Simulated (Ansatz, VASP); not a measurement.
## One calculation of BaS, two programs

```
Ba S
1.0
     5.38186    0.00000    0.00000
    -2.69093    4.66082    0.00000
     0.00000    0.00000    6.54291
Ba S
2 2
Direct
  0.33333 0.66667 0.93750
  0.66667 0.33333 0.43750
  0.33333 0.66667 0.43750
  0.66667 0.33333 0.93750
```

Change from the starting cell: uniaxial_z strain +2.5%.

Alike in both runs: task single point; functional r2SCAN; k mesh 6 × 6 × 4; no spin polarisation.

|  | VASP | Ansatz |
| --- | --- | --- |
| version | VASP 6.6.1 | Ansatz 0.2.0 |
| potentials or method | VASP PAW PBE potentials, release 64 (Ba_sv, S) | plane waves, PAW |
| plane-wave cutoff (eV) | 520 | 500 |
| occupations | gaussian, width 0.01 eV | fixed |
| valence electrons in the cell | 32 | 32 |

|  | VASP | Ansatz | Ansatz less VASP |
| --- | --- | --- | --- |
| gap on the k mesh at the Fermi level (eV) | 2.88 | 2.96 | +0.074 |
| pressure (GPa) | -0.5 | -0.9 | -0.40 |
| traceless stress, the component that is largest in VASP (GPa) | -1.04 | -1.02 | +0.018 |

VASP's potentials were made for PBE, not for r2SCAN.

Neither program's run includes spin-orbit coupling.
